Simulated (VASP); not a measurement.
Ti, 1 atom in the cell. The typed cell holds 1 atom: a = 2.850 Å, b = 2.869 Å, c = 2.892 Å, α = 60.89°, β = 60.32°, γ = 58.97°.  This cell differs from its parent crystal: the cell strained at random.

```yaml
Program: VASP 6.6.1
Task: single point
Functional: PBEsol
Potentials_or_basis: VASP PAW PBE potentials, release 64 (Ti_sv)
Cutoff: 520 eV
k_mesh: 11 × 11 × 11
Occupations: fermi-dirac, width 0.05 eV
Spin: no spin polarisation
Dipole_correction: no
Further_INCAR_settings: ALGO = Normal; EDIFF = 1e-06; NBANDS = 12
```

Potentials or basis: VASP PAW PBE potentials, release 64 (Ti_sv).

Command:

```bash
$ cat potpaw_PBE.64/Ti_sv/POTCAR > POTCAR
$ mpirun -np 1 vasp_std > vasp.out
```

Hardware: 1 thread of AMD EPYC 7R13, with other jobs on the host.

Estimate the wall time of this run.

Wall time 4.6 min on 1 thread of AMD EPYC 7R13, with other jobs on the host, peak memory 0.22 GiB. Counts: scf iterations 12, k points 666.
